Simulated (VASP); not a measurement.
# SiO2 (I4_122) in VASP: further runs

SiO2 is run at these levels: PBE, LDA; tasks: single point.

Everything below comes from runs of VASP 6.6.1. Logs are shortened: lines on timing, memory, paths and dates and some standing lists are left out, and cuts for length are marked.

### 1 The cell of the first run

It takes space group I4_122 (No. 98, tetragonal). The conventional cell has a = 5.676 Å, b = 5.676 Å, c = 11.320 Å, α = 90.00°, β = 90.00°, γ = 90.00°. Si (site symmetry 2) has 4 O at 1.63 to 1.64 Å within 2.2 Å. Within 2.2 Å of O (site symmetry 2) lie 2 Si at 1.63 Å. Within 2.2 Å of O (site symmetry 2) lie 2 Si at 1.64 Å.

### 2 Single point, PBE

INCAR reads:

```
PREC     = Accurate       # precision mode
ENCUT    = 520            # plane-wave cutoff, eV
EDIFF    = 1E-6           # SCF threshold, eV
ISMEAR   = -1             # smearing method
SIGMA    = 0.05           # smearing width, eV
LREAL    = False          # projectors in reciprocal space
LASPH    = True           # aspherical terms in the spheres
NELM     = 100            # most SCF steps
ALGO     = Normal         # electronic algorithm
ISIF     = 2              # what is computed and relaxed
LWAVE    = False          # write WAVECAR
LCHARG   = False          # write CHGCAR
GGA      = PE             # functional
NBANDS   = 44             # bands
```

KPOINTS reads:

```
Automatic mesh
0
Gamma
  4 4 4
```

POSCAR reads:

```
SiO2
1.0
   -2.8378980000      2.8378980000      5.6602100000
    2.8378980000     -2.8378980000      5.6602100000
    2.8378980000      2.8378980000     -5.6602100000
Si O
4 8
Direct
    0.8750000000      0.2636180000      0.8886180000
    0.0136180000      0.6250000000      0.8886180000
    0.7363820000      0.1250000000      0.1113820000
    0.3750000000      0.9863820000      0.1113820000
    0.6337270000      0.1337270000      0.5000000000
    0.4678770000      0.9678770000      0.9357540000
    0.0321230000      0.5321230000      0.0642460000
    0.1162730000      0.1162730000      0.0000000000
    0.8837270000      0.8837270000      0.0000000000
    0.8662730000      0.3662730000      0.5000000000
    0.2821230000      0.7178770000      0.0000000000
    0.7178770000      0.2821230000      0.0000000000
```

Potentials or basis: VASP PAW PBE potentials, release 64 (Si, O).

The run is started by

```bash
> cat potpaw_PBE.64/Si/POTCAR potpaw_PBE.64/O/POTCAR > POTCAR
> mpirun -np 1 vasp_std > vasp.out
```

OUTCAR:

```text
PREC = Accurate
   ENCUT = 520
   EDIFF = 1E-6
   ISMEAR = -1
   LREAL = False
   LASPH = True
   NELM = 100
   ISIF = 2
   GGA = PE

 ion  position               nearest neighbor table
   1  0.875  0.264  0.889-   8 1.63   5 1.63   7 1.64  12 1.64   2 2.97   3 2.97
   2  0.014  0.625  0.889-   9 1.63  10 1.63   7 1.64  11 1.64   1 2.97   4 2.97
   3  0.736  0.125  0.111-   9 1.63  10 1.63   6 1.64  12 1.64   1 2.97   4 2.97
   4  0.375  0.986  0.111-   5 1.63   8 1.63   6 1.64  11 1.64   3 2.97   2 2.97
   5  0.634  0.134  0.500-   1 1.63   4 1.63
   6  0.468  0.968  0.936-   4 1.64   3 1.64
   7  0.032  0.532  0.064-   2 1.64   1 1.64
   8  0.116  0.116  0.000-   1 1.63   4 1.63
   9  0.884  0.884  0.000-   3 1.63   2 1.63
  10  0.866  0.366  0.500-   2 1.63   3 1.63
  11  0.282  0.718  0.000-   2 1.64   4 1.64
  12  0.718  0.282  0.000-   1 1.64   3 1.64

  LATTYP: Found a body centered tetragonal cell.
 ALAT       =     5.6757960000
 C/A-ratio  =     1.9945079069

  Lattice vectors:

 A1 = (  -2.8378980000,   2.8378980000,   5.6602100000)
 A2 = (   2.8378980000,  -2.8378980000,   5.6602100000)
 A3 = (   2.8378980000,   2.8378980000,  -5.6602100000)

Analysis of symmetry for initial positions (statically):
=====================================================================
 Subroutine PRICEL returns:
 Original cell was already a primitive cell.

 Routine SETGRP: Setting up the symmetry group for a
 body centered tetragonal supercell.

 Subroutine GETGRP returns: Found  8 space group operations
 (whereof  4 operations were pure point group operations)
 out of a pool of 16 trial point group operations.

The static configuration has the point symmetry D_2 .
 The point group associated with its full space group is D_4 .

Analysis of symmetry for dynamics (positions and initial velocities):
=====================================================================
 Subroutine PRICEL returns:
 Original cell was already a primitive cell.

 Routine SETGRP: Setting up the symmetry group for a
 body centered tetragonal supercell.

 Subroutine GETGRP returns: Found  8 space group operations
 (whereof  4 operations were pure point group operations)
 out of a pool of 16 trial point group operations.

The dynamic configuration has the point symmetry D_2 .
 The point group associated with its full space group is D_4 .

 Subroutine INISYM returns: Found  8 space group operations
 (whereof  4 operations are pure point group operations),
 and found     1 'primitive' translations

[... 115 lines left out ...]
   EMIN   =  10.00;   EMAX   =-10.00  energy-range for DOS
   EFERMI =   0.00;   METHOD = LEGACY
   ISMEAR =    -1;   SIGMA  =   0.05  broadening in eV -4-tet -1-fermi 0-gaus
   EFERMI_NEDOS =   21; number of points for ismear=-14 and -15
   IALGO  =     38    algorithm
   IMIX   =      4    mixing-type and parameters
     AMIX     =   0.40;   BMIX     =  1.00
     AMIX_MAG =   1.60;   BMIX_MAG =  1.00
  volume/ion in A,a.u.               =      15.20       102.54
  Fermi-wavevector in a.u.,A,eV,Ry     =   1.154798  2.182252 18.144172  1.333559
  Thomas-Fermi vector in A             =   2.291432
   LORBIT       =      0    0 simple, 1 ext, 2 COOP (PROOUT), +10 PAW based schemes
   GGA     = PE    functional components
   LHFCALC =     F    Hartree Fock is set to
   AEXX    =    0.0000 exact exchange contribution
   IVDW    =     0    specifies the selected vdW correction
   LEPSILON=     F    determine dielectric tensor
   LRPA    =     F    only Hartree local field effects (RPA)
 non-spin polarized calculation
  energy-cutoff  :      520.00
  volume of cell :      182.34
 maximum number of plane-waves:      4954
 NGX is ok and might be reduce to    54
   NGX = 25   NGY = 25   NGZ = 25

 number of electron      63.9999978 magnetization

 Free energy of the ion-electron system (eV)
  ---------------------------------------------------
  ext. energy  EPLUGINS =         0.00000000
  ---------------------------------------------------
  free energy    TOTEN  =       -93.19191118 eV

  energy without entropy =      -93.19191118  energy(sigma->0) =      -93.19191118

 E-fermi :   1.1974     XC(G=0):  -8.1131

 val. band max:        0.0783031518   @ k =   0.0000   0.0000   0.0000
 cond. band min:       4.9155075663   @ k =   0.0000   0.0000   0.0000
 fundamental gap:      4.8372044145
 Fermi energy:         1.1973949829

 k-point     1 :       0.0000    0.0000    0.0000
  band No.  band energies     occupation
      1     -19.5785      2.00000
      2     -18.2840      2.00000
      3     -18.0603      2.00000
      4     -18.0603      2.00000
      5     -17.7802      2.00000
      6     -17.6485      2.00000
[... 600 lines left out ...]
     43      10.9695      0.00000
     44      10.9695      0.00000

------------------------ aborting loop because EDIFF is reached ----------------------------------------

  FORCE on cell =-STRESS in cart. coord.  units (eV):
  Direction    XX          YY          ZZ          XY          YZ          ZX
  --------------------------------------------------------------------------------------
  -------------------------------------------------------------------------------------
  Total        0.0971696      0.0971696      0.0500958     -0.0000000      0.0000000      0.0000000
  in kB        0.8537971      0.8537971      0.4401753     -0.0000000      0.0000000      0.0000000
  external PRESSURE =       0.7159232 kB  Pullay stress =       0.0000000 kB

 VOLUME and BASIS-vectors are now :
 -----------------------------------------------------------------------------
  energy-cutoff  :      520.00
  volume of cell :      182.34
      direct lattice vectors                 reciprocal lattice vectors
    -2.837898000  2.837898000  5.660210000     0.000000000  0.176186741  0.088335945
     2.837898000 -2.837898000  5.660210000     0.176186741  0.000000000  0.088335945
     2.837898000  2.837898000 -5.660210000     0.176186741  0.176186741  0.000000000

 POSITION                                       TOTAL-FORCE (eV/Angst)
 -----------------------------------------------------------------------------------
      0.78677      4.25685      1.41505         0.010387      0.000000     -0.000000
      4.25685      0.78677     -1.41505         0.000000      0.010387     -0.000000
     -1.41895      2.05113      4.24516         0.000000     -0.010387      0.000000
      2.05113     -1.41895      7.07526        -0.010387      0.000000      0.000000
      0.00000      2.83790      1.51385         0.000000      0.000000      0.002147
      4.07452      1.23663      2.83011         0.002365      0.002365      0.000000
      1.60127     -1.23663      2.83010        -0.002365     -0.002365      0.000000
      0.00000      0.00000      1.31626         0.000000      0.000000     -0.002147
      0.00000      0.00000     10.00416         0.000000      0.000000      0.002147
      0.00000      2.83790      4.14636         0.000000      0.000000     -0.002147
      1.23663     -1.23663      5.66021         0.002365     -0.002365      0.000000
     -1.23663      1.23663      5.66021        -0.002365      0.002365      0.000000
 -----------------------------------------------------------------------------------
    total drift:                                0.000000     -0.000000      0.000000

  FREE ENERGIE OF THE ION-ELECTRON SYSTEM (eV)
  ---------------------------------------------------
  free  energy   TOTEN  =       -93.1919111849 eV

  energy  without entropy=      -93.1919111849  energy(sigma->0) =      -93.19191118
```

OSZICAR:

```text
N       E                     dE             d eps       ncg     rms          rms(c)
DAV:   1     0.415863478985E+03    0.41586E+03   -0.32501E+04  1144   0.131E+03
DAV:   2    -0.714649441350E+02   -0.48733E+03   -0.47071E+03  1500   0.311E+02
DAV:   3    -0.105923354937E+03   -0.34458E+02   -0.34245E+02  1400   0.867E+01
DAV:   4    -0.106396359691E+03   -0.47300E+00   -0.47193E+00  1432   0.113E+01
DAV:   5    -0.106404891489E+03   -0.85318E-02   -0.85256E-02  1360   0.147E+00    0.285E+01
DAV:   6    -0.932386711768E+02    0.13166E+02   -0.50196E+01  1344   0.325E+01    0.134E+01
DAV:   7    -0.932109937371E+02    0.27677E-01   -0.15229E+00  1368   0.515E+00    0.491E+00
DAV:   8    -0.931812825462E+02    0.29711E-01   -0.82797E-02  1388   0.176E+00    0.193E+00
DAV:   9    -0.931888062525E+02   -0.75237E-02   -0.47468E-02  1312   0.129E+00    0.395E-01
DAV:  10    -0.931912144750E+02   -0.24082E-02   -0.31035E-03  1296   0.276E-01    0.180E-01
DAV:  11    -0.931918914442E+02   -0.67697E-03   -0.81222E-04  1240   0.185E-01    0.265E-02
DAV:  12    -0.931919029355E+02   -0.11491E-04   -0.44565E-05  1456   0.483E-02    0.194E-02
DAV:  13    -0.931919108717E+02   -0.79362E-05   -0.24212E-05  1264   0.314E-02    0.107E-02
DAV:  14    -0.931919111849E+02   -0.31326E-06   -0.57954E-06  1392   0.188E-02
   1 F= -.93191911E+02 E0= -.93191911E+02  d E =-.258867E-10
```

stdout:

```text
POSCAR found type information on POSCAR SiO
 POSCAR found :  2 types and      12 ions
 scaLAPACK will be used
 LDA part: xc-table for (Slater+PW92), standard interpolation
 POSCAR, INCAR and KPOINTS ok, starting setup
 FFT: planning ... GRIDC
 FFT: planning ... GRID_SOFT
 FFT: planning ... GRID
 WAVECAR not read
 entering main loop
```

Wall time 6.3 min (1 thread of AMD EPYC 7R13, shared host); peak memory 0.37 GiB.

What came out:

| Quantity | Value |
| --- | --- |
| Free energy | -93.1919 eV |
| Pressure | 0.1 GPa |
| Largest force | 0.010 eV/Å |
| Band gap on the k mesh | 4.84 eV, direct |

Forces on the atoms (eV/Å):
```
Si   0.010  0.000  0.000
Si   0.000  0.010  0.000
Si   0.000 -0.010  0.000
Si  -0.010  0.000  0.000
O    0.000  0.000  0.002
O    0.002  0.002  0.000
O   -0.002 -0.002  0.000
O    0.000  0.000 -0.002
O    0.000  0.000  0.002
O    0.000  0.000 -0.002
O    0.002 -0.002  0.000
O   -0.002  0.002  0.000
```

Levels at points of the mesh, in eV from the valence-band top:
```csv
k point,band 30,band 31,band 32,band 33,band 34,band 35
"(0.00, 0.00, 0.00)",-0.67,-0.24,0.00,4.84,7.25,7.28
"(0.50, 0.00, 0.00)",-0.51,-0.45,-0.29,6.52,7.09,7.63
"(0.50, 0.50, 0.00)",-1.09,-0.44,-0.08,6.79,8.23,8.74
"(0.50, 0.50, 0.50)",-0.49,-0.45,-0.45,6.46,6.46,7.85
```

### 3 Single point, LDA

This run uses another cell than the first one, of 14.53 Å³/atom, 0.956 times its volume.

INCAR reads:

```
SYSTEM = SiO2
ALGO     = Normal         ! electronic algorithm
EDIFF    = 1E-6           ! SCF threshold, eV
ENCUT    = 520            ! plane-wave cutoff, eV
GGA      = CA             ! functional
ISIF     = 2              ! what is computed and relaxed
ISMEAR   = -1             ! smearing method
LASPH    = .TRUE.         ! aspherical terms in the spheres
LCHARG   = .TRUE.         ! write CHGCAR
LELF     = .TRUE.         ! ELF
LREAL    = .FALSE.        ! projectors in reciprocal space
LVHAR    = .TRUE.       
LWAVE    = .FALSE.        ! write WAVECAR
NBANDS   = 44             ! bands
NELM     = 100            ! most SCF steps
PREC     = Accurate       ! precision mode
SIGMA    = 0.05           ! smearing width, eV
```

KPOINTS reads:

```
k-points
0
G
  7 7 7
  0 0 0
```

POSCAR reads:

```
SiO2
1.0
   -2.7931975964      2.7931975964      5.5882211611
    2.7931975964     -2.7931975964      5.5882211611
    2.7931975964      2.7931975964     -5.5882211611
Si O
4 8
Direct
    0.8750000000      0.2655430695      0.8905430695
    0.0155430695      0.6250000000      0.8905430695
    0.7344569305      0.1250000000      0.1094569305
    0.3750000000      0.9844569305      0.1094569305
    0.6350065122      0.1350065122      0.5000000000
    0.4658182788      0.9658182788      0.9316365575
    0.0341817212      0.5341817212      0.0683634425
    0.1149934878      0.1149934878      0.0000000000
    0.8850065122      0.8850065122      0.0000000000
    0.8649934878      0.3649934878      0.5000000000
    0.2841817212      0.7158182788      0.0000000000
    0.7158182788      0.2841817212      0.0000000000
```

Potentials or basis: VASP PAW LDA potentials, release 64 (Si, O).

The run is started by

```bash
> cat potpaw_LDA.64/Si/POTCAR potpaw_LDA.64/O/POTCAR > POTCAR
> mpirun -np 1 vasp_std > vasp.out
```

Wall time 17 min (1 thread of AMD EPYC 7R13, shared host); peak memory 0.4 GiB.

Results (log left out):

| Quantity | Value |
| --- | --- |
| Free energy | -102.1108 eV |
| Pressure | 0.6 GPa |
| Largest force | 0.060 eV/Å |
| Band gap on the k mesh | 4.82 eV, direct |

Forces on the atoms (eV/Å):
```
Si   0.001  0.000  0.000
Si   0.000  0.001  0.000
Si   0.000 -0.001  0.000
Si  -0.001  0.000  0.000
O    0.000  0.000  0.014
O   -0.042 -0.042  0.000
O    0.042  0.042  0.000
O    0.000  0.000 -0.014
O    0.000  0.000  0.014
O    0.000  0.000 -0.014
O   -0.042  0.042  0.000
O    0.042 -0.042  0.000
```

Stress tensor (GPa, compression positive):
```
0.45 0.00 0.00
0.00 0.45 0.00
0.00 0.00 0.88
```

Levels at points of the mesh, in eV from the valence-band top:
```
           k point  band 29  band 30  band 31  band 32  band 33  band 34  band 35  band 36
(0.00, 0.00, 0.00)    -0.72    -0.72    -0.27     0.00     4.82     7.27     7.40     8.68
```
